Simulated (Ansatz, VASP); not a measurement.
Al: VASP beside Ansatz

```xyz
1
Lattice="-1.6175 1.6175 1.6175 1.6175 -1.6175 1.6175 1.6175 1.6175 -1.6175" Properties=species:S:1:pos:R:3 pbc="T T T"
Al    0.0000    0.0000    0.0000
```

Alike in both runs: functional PBE; k mesh 24 × 24 × 24; occupations gaussian, width 0.1 eV; no spin polarisation.

Ansatz relaxed the structure, and its values are those at the end. VASP's run is a single point on that final structure, the one shown.

```csv
,VASP,Ansatz
version,VASP 6.6.1,Ansatz 0.2.0
potentials or method,"VASP PAW PBE potentials, release 64 (Al), cutoff 520 eV","scalar-relativistic, plane waves, PAW"
valence electrons in the cell,3,3
```

|  | VASP | Ansatz | Ansatz less VASP |
| --- | --- | --- | --- |
| gap on the k mesh at the Fermi level (eV) | none | none | - |
| pressure (GPa) | 0.0 | 0.0 | +0.02 |

A gap of «none» marks a metal or a gap that the smearing closes. With one functional, cell and mesh, what is left measures potentials, basis and numerics.
